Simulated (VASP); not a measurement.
# In (I4/mmm) in VASP: notebook

The runs below take In through electric field gradients, with PBE.

Everything below comes from runs of VASP 6.6.1. Logs are shortened: lines on timing, memory, paths and dates and some standing lists are left out, and cuts for length are marked.

**1. The cell of the first run**

It takes space group I4/mmm (No. 139, tetragonal). The conventional cell has a = 3.186 Å, b = 3.186 Å, c = 4.847 Å, α = 90.00°, β = 90.00°, γ = 90.00°. Within 4.2 Å of In (site symmetry 4/mmm) lie 12 In at 3.19 to 3.31 Å.

**2. Electric field gradients, PBE (24.60 Å³/atom)**

INCAR

```
SYSTEM = In
PREC = Accurate
ENCUT = 520
EDIFF = 1E-8
ISMEAR = -1
SIGMA = 0.05
LREAL = .FALSE.
LASPH = .TRUE.
NELM = 60
ALGO = Normal
ISIF = 2
LWAVE = .FALSE.
LCHARG = .FALSE.
GGA = PE
LEFG = .TRUE.
ISYM = 0
NBANDS = 12
```

KPOINTS

```
regular mesh
0
G
  12 12 14
  0 0 0
```

POSCAR

```
In
1.0
   -1.5929539507      1.5929539507      2.4234470537
    1.5929539507     -1.5929539507      2.4234470537
    1.5929539507      1.5929539507     -2.4234470537
In
1
Direct
    0.0000000000      0.0000000000      0.0000000000
```

Potentials or basis: VASP PAW PBE potentials, release 64 (In_d).

Run with:

```sh
$ cat potpaw_PBE.64/In_d/POTCAR > POTCAR
$ mpirun -np 1 vasp_std > vasp.out
```

OUTCAR:

```text
SYSTEM = In
   PREC = Accurate
   ENCUT = 520
   EDIFF = 1E-8
   ISMEAR = -1
   LREAL = .FALSE.
   LASPH = .TRUE.
   NELM = 60
   ISIF = 2
   GGA = PE
   ISYM = 0

 ion  position               nearest neighbor table
   1  0.000  0.000  0.000-

IMPORTANT INFORMATION: All symmetrisations will be switched off!
NOSYMM: (Re-)initialisation of all symmetry stuff for point group C_1.

----------------------------------------------------------------------------------------

                                     Primitive cell

  volume of cell :      24.5980

  direct lattice vectors                    reciprocal lattice vectors
    -1.592953951  1.592953951  2.423447054     0.000000000  0.313882269  0.206317691
     1.592953951 -1.592953951  2.423447054     0.313882269  0.000000000  0.206317691
     1.592953951  1.592953951 -2.423447054     0.313882269  0.313882269  0.000000000

  length of vectors
     3.308791350  3.308791350  3.308791350     0.375618248  0.375618248  0.443896561

  position of ions in fractional coordinates (direct lattice)
     0.000000000  0.000000000  0.000000000

  ion indices of the primitive-cell ions
   primitive index   ion index
                 1           1

----------------------------------------------------------------------------------------

 KPOINTS: regular mesh

Automatic generation of k-mesh.
 Grid dimensions read from file:
 generate k-points for:   12   12   14

 Generating k-lattice:

  Cartesian coordinates                     Fractional coordinates (reciprocal lattice)
     0.000000000  0.026156856  0.017193141     0.083333333 -0.000000000  0.000000000
     0.026156856  0.000000000  0.017193141    -0.000000000  0.083333333  0.000000000
     0.022420162  0.022420162  0.000000000     0.000000000  0.000000000  0.071428571

  Length of vectors
     0.031301521  0.031301521  0.031706897

  Shift w.r.t. Gamma in fractional coordinates (k-lattice)
     0.000000000  0.000000000  0.000000000

 -----------------------------------------------------------------------------
|                                                                             |
|           W    W    AA    RRRRR   N    N  II  N    N   GGGG   !!!           |
|           W    W   A  A   R    R  NN   N  II  NN   N  G    G  !!!           |
|           W    W  A    A  R    R  N N  N  II  N N  N  G       !!!           |
|           W WW W  AAAAAA  RRRRR   N  N N  II  N  N N  G  GGG   !            |
|           WW  WW  A    A  R   R   N   NN  II  N   NN  G    G                |
|           W    W  A    A  R    R  N    N  II  N    N   GGGG   !!!           |
|                                                                             |
|     Your reciprocal lattice and k-lattice belong to different lattice       |
|     classes:                                                                |
|                                                                             |
|        The reciprocal lattice is body-centered tetragonal,                  |
|        whereas your k-lattice is base-centered monoclinic.                  |
|                                                                             |
|     Results are often still useful ...                                      |
|                                                                             |
 -----------------------------------------------------------------------------

 WARNING: IBZKPT: internal override: KBLOWUP is changed to .FALSE.
      ... skipping the blow-up phase ...

 Subroutine IBZKPT returns following result:
 ===========================================

 Found   1012 irreducible k-points:

 Following reciprocal coordinates:
            Coordinates               Weight
  0.000000  0.000000  0.000000      1.000000
  0.083333 -0.000000 -0.000000      2.000000
  0.166667 -0.000000  0.000000      2.000000
  0.250000 -0.000000  0.000000      2.000000
  0.333333 -0.000000 -0.000000      2.000000
  0.416667 -0.000000  0.000000      2.000000
[... 16 lines left out ...]
  0.250000  0.166667 -0.000000      2.000000
  0.333333  0.166667  0.000000      2.000000
 [... further k-points ...]
   k-points           NKPTS =   1012   k-points in BZ     NKDIM =   1012   number of bands    NBANDS=     12
   number of dos      NEDOS =    301   number of ions     NIONS =      1
   total plane-waves  NPLWV =  21952
   dimension x,y,z NGX =    28 NGY =   28 NGZ =   28
   dimension x,y,z NGXF=    56 NGYF=   56 NGZF=   56
   ions per type =               1
   NGX,Y,Z   is equivalent  to a cutoff of  14.07, 14.07, 14.07 a.u.
   NGXF,Y,Z  is equivalent  to a cutoff of  28.14, 28.14, 28.14 a.u.
 SYSTEM =  In
   PREC   = accura    normal or accurate (medium, high low for compatibility)
   ISTART =      0    job   : 0-new  1-cont  2-samecut
   ICHARG =      2    charge: 1-file 2-atom 10-const
   ISPIN  =      1    spin polarized calculation?
   LNONCOLLINEAR =      F non collinear calculations
   LSORBIT =      F    spin-orbit coupling
   LASPH  =      T    aspherical Exc in radial PAW
   ENCUT  =  520.0 eV  38.22 Ry    6.18 a.u.   6.15  6.15  6.15*2*pi/ulx,y,z
   NELM   =     60;   NELMIN=  2; NELMDL= -5     # of ELM steps
   EDIFF  = 0.1E-07   stopping-criterion for ELM
   LREAL  =      F    real-space projection
   EDIFFG = 0.1E-06   stopping-criterion for IOM
   NSW    =      0    number of steps for IOM
   IBRION =     -1    ionic relax: 0-MD 1-quasi-New 2-CG
   NFREE  =      0    steps in history (QN), initial steepest desc. (CG)
   ISIF   =      2    stress and relaxation
   ISYM   =      0    0-nonsym 1-usesym 2-fastsym
   POTIM  = 0.5000    time-step for ionic-motion
   TEBEG  =    0.0;   TEEND  =   0.0 temperature during run
   PSTRESS=    0.0 pullay stress
   NELECT =      13.0000    total number of electrons
   NUPDOWN=      -1.0000    fix difference up-down
   EMIN   =  10.00;   EMAX   =-10.00  energy-range for DOS
   EFERMI =   0.00;   METHOD = LEGACY
   ISMEAR =    -1;   SIGMA  =   0.05  broadening in eV -4-tet -1-fermi 0-gaus
   EFERMI_NEDOS =   21; number of points for ismear=-14 and -15
   IALGO  =     38    algorithm
   IMIX   =      4    mixing-type and parameters
     AMIX     =   0.40;   BMIX     =  1.00
     AMIX_MAG =   1.60;   BMIX_MAG =  1.00
  volume/ion in A,a.u.               =      24.60       166.00
  Fermi-wavevector in a.u.,A,eV,Ry     =   1.323598  2.501237 23.836189  1.751911
  Thomas-Fermi vector in A             =   2.453194
   LORBIT       =      0    0 simple, 1 ext, 2 COOP (PROOUT), +10 PAW based schemes
   GGA     = PE    functional components
   LHFCALC =     F    Hartree Fock is set to
   AEXX    =    0.0000 exact exchange contribution
   IVDW    =     0    specifies the selected vdW correction
   LEPSILON=     F    determine dielectric tensor
   LRPA    =     F    only Hartree local field effects (RPA)
 non-spin polarized calculation
  energy-cutoff  :      520.00
  volume of cell :       24.60
 maximum number of plane-waves:       678
 NGX is ok and might be reduce to    28
   NGX = 13   NGY = 13   NGZ = 13

 number of electron      12.9999996 magnetization

 Free energy of the ion-electron system (eV)
  ---------------------------------------------------
  ext. energy  EPLUGINS =         0.00000000
  ---------------------------------------------------
  free energy    TOTEN  =        -2.51673066 eV

  energy without entropy =       -2.51290806  energy(sigma->0) =       -2.51481936

 E-fermi :   8.2581     XC(G=0): -10.5490

 val. band max:        8.2470068362   @ k =   0.0000  -0.2500   0.4286
 cond. band min:       8.2715585153   @ k =  -0.4167   0.3333   0.2143
 fundamental gap:      0.0245516791
 Fermi energy:         8.2581058983

 k-point     1 :       0.0000    0.0000    0.0000
  band No.  band energies     occupation
      1      -6.5432      2.00000
      2      -6.4211      2.00000
      3      -6.4199      2.00000
      4      -6.3228      2.00000
      5      -6.2026      2.00000
      6      -1.7370      2.00000
      7      19.3495      0.00000
      8      19.3507      0.00000
      9      19.5489      0.00000
     10      19.9467      0.00000
     11      22.7538      0.00000
     12      22.8506      0.00000

 k-point     2 :       0.0833   -0.0000   -0.0000
  band No.  band energies     occupation
      1      -6.5309      2.00000
      2      -6.4218      2.00000
      3      -6.4078      2.00000
      4      -6.3202      2.00000
      5      -6.2078      2.00000
      6      -1.5771      2.00000
      7      17.4766      0.00000
      8      19.0780      0.00000
      9      19.1507      0.00000
     10      19.8598      0.00000
     11      23.1390      0.00000
     12      23.2773      0.00000

 k-point     3 :       0.1667   -0.0000    0.0000
  band No.  band energies     occupation
      1      -6.5099      2.00000
      2      -6.4310      2.00000
      3      -6.3798      2.00000
      4      -6.2966      2.00000
      5      -6.2148      2.00000
      6      -1.0913      2.00000
      7      14.4850      0.00000
      8      18.2665      0.00000
      9      18.7472      0.00000
     10      19.8509      0.00000
     11      22.0772      0.00000
     12      24.3316      0.00000
[... 286 lines left out ...]
 k-point    23 :       0.2500    0.1667   -0.0000
  band No.  band energies     occupation
      1      -6.4686      2.00000
      2      -6.4337      2.00000
      3      -6.3477      2.00000
      4      -6.2589      2.00000
      5      -6.1698      2.00000
      6       0.9892      2.00000
      7      10.4546      0.00000
      8      13.0148      0.00000
      9      16.9331      0.00000
     10      19.6918      0.00000
     11      21.8954      0.00000
     12      23.1918      0.00000

 k-point    24 :       0.3333    0.1667    0.0000
  band No.  band energies     occupation
      1      -6.4843      2.00000
      2      -6.4395      2.00000
      3      -6.3671      2.00000
      4      -6.1806      2.00000
      5      -6.1551      2.00000
      6       2.3428      2.00000
      7       7.9441      1.99626
      8      13.1033      0.00000
      9      15.9370      0.00000
     10      18.6609      0.00000
     11      21.9684      0.00000
     12      23.8336      0.00000

 [... further k-points ...]

------------------------ aborting loop because EDIFF is reached ----------------------------------------

  FORCE on cell =-STRESS in cart. coord.  units (eV):
  Direction    XX          YY          ZZ          XY          YZ          ZX
  --------------------------------------------------------------------------------------
  -------------------------------------------------------------------------------------
  Total        0.7925326      0.7925334      0.8429353     -0.0587040      0.0362957      0.0362957
  in kB       51.6211555     51.6212099     54.9041084     -3.8236528      2.3640968      2.3640995
  external PRESSURE =      52.7154913 kB  Pullay stress =       0.0000000 kB

 VOLUME and BASIS-vectors are now :
 -----------------------------------------------------------------------------
  energy-cutoff  :      520.00
  volume of cell :       24.60
      direct lattice vectors                 reciprocal lattice vectors
    -1.592953951  1.592953951  2.423447054     0.000000000  0.313882269  0.206317691
     1.592953951 -1.592953951  2.423447054     0.313882269  0.000000000  0.206317691
     1.592953951  1.592953951 -2.423447054     0.313882269  0.313882269  0.000000000

 POSITION                                       TOTAL-FORCE (eV/Angst)
 -----------------------------------------------------------------------------------
      0.00000      0.00000      0.00000         0.000000     -0.000000      0.000000
 -----------------------------------------------------------------------------------
    total drift:                                0.000000     -0.000000      0.000000

  FREE ENERGIE OF THE ION-ELECTRON SYSTEM (eV)
  ---------------------------------------------------
  free  energy   TOTEN  =        -2.5167306615 eV

  energy  without entropy=       -2.5129080558  energy(sigma->0) =       -2.51481936

 Electric field gradients (V/A^2)
---------------------------------------------------------------------
 ion       V_xx      V_yy      V_zz      V_xy      V_xz      V_yz
---------------------------------------------------------------------
   1      -9.856    -9.856    19.712     3.393    -1.740    -1.740
---------------------------------------------------------------------

 Electric field gradients after diagonalization (V/A^2)
 (convention: |V_zz| > |V_xx| > |V_yy|)
----------------------------------------------------------------------
 ion       V_xx      V_yy      V_zz     asymmetry (V_yy - V_xx)/ V_zz
----------------------------------------------------------------------
   1     -13.249    -6.692    19.941       0.329
----------------------------------------------------------------------

           NMR quadrupolar parameters

 Cq : quadrupolar parameter    Cq=e*Q*V_zz/h
 eta: asymmetry parameters     (V_yy - V_xx)/ V_zz
 Q  : nuclear electric quadrupole moment in mb (millibarn)
----------------------------------------------------------------------
 ion       Cq(MHz)       eta       Q (mb)
----------------------------------------------------------------------
   1       0.048       0.329       1.000
----------------------------------------------------------------------
```

It took 2.2 min on 1 thread of AMD EPYC 9R45 (Zen 5), shared host; peak memory 0.36 GiB.

Results:

```
Free energy                             : -2.5167 eV
Pressure                                : 5.3 GPa
Band gap on the k mesh                  : zero (an odd number of electrons rules out a gap without spin polarisation)
Largest electric field gradient by atom : In +19.9 V/Å²
```

Stress tensor (GPa, compression positive):
```
 5.16 -0.38  0.24
-0.38  5.16  0.24
 0.24  0.24  5.49
```

Levels at points of the mesh, in eV from the Fermi level:
```tsv
k point	band 3	band 4	band 5	band 6	band 7	band 8	band 9	band 10
(0.00, 0.00, 0.00)	-14.68	-14.58	-14.46	-10.00	11.09	11.09	11.29	11.69
(0.50, 0.00, 0.00)	-14.66	-14.36	-14.31	-4.34	-3.66	7.90	9.62	11.25
(0.00, 0.50, 0.00)	-14.66	-14.36	-14.31	-4.34	-3.66	7.90	9.62	11.25
(0.50, 0.50, 0.00)	-14.36	-14.33	-14.23	-2.16	-1.50	3.64	4.06	7.34
(0.00, 0.00, 0.50)	-14.35	-14.34	-14.23	-2.16	-1.50	3.64	4.06	7.34
(0.50, 0.00, 0.50)	-14.66	-14.36	-14.31	-4.34	-3.66	7.90	9.62	11.25
(0.00, 0.50, 0.50)	-14.66	-14.36	-14.31	-4.34	-3.66	7.90	9.62	11.25
(0.50, 0.50, 0.50)	-14.34	-14.30	-14.30	-2.91	-2.86	4.89	4.89	8.45
```

Electric field gradients, principal values (V/Å²):
```
atom   least   middle  greatest (by size)
1 In  -6.692  -13.249              19.941
```

Caveat: the cell stands under pressure; without QUAD_EFG the Cq values of the log hold for a quadrupole moment of 1 mb, not for the nuclei; spin-orbit coupling is left out, which moves the levels of the heavy elements.

(Continued in part 2 of 2.)

The gap in the log of VASP goes by the Fermi energy; the results here count the filled bands.